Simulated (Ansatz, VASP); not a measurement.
# Cu in VASP and in Ansatz

```
CELL_PARAMETERS angstrom
-1.44279 1.44279 1.37608
1.44279 -1.44279 1.37608
1.44279 1.44279 -1.37608
ATOMIC_POSITIONS crystal
Cu 0.00000 0.00000 0.00000
```

Alike in both runs: task relaxation of cell and atoms; functional PBEsol; dispersion D3(BJ); k mesh 16 × 16 × 16; no spin polarisation.

|  | VASP | Ansatz |
| --- | --- | --- |
| version | VASP 6.6.1 | Ansatz 0.2.0 |
| potentials or method | VASP PAW PBE potentials, release 64 (Cu), cutoff 600 eV | plane waves, PAW |
| occupations | fermi-dirac, width 0.1 eV | fermi-dirac |
| valence electrons in the cell | 11 | 19 |

|  | VASP | Ansatz | Ansatz less VASP |
| --- | --- | --- | --- |
| relaxed volume (Å³/atom) | 10.90 | 10.85 | -0.048 |
| relaxed cell length with the largest relative difference (Å) | 2.421 | 2.417 | -0.0035 |

VASP's potentials were made for PBE, not for PBEsol. VASP's potentials hold 11 valence electrons a cell and Ansatz's 19, so a difference there can come from the potentials and not from the codes.
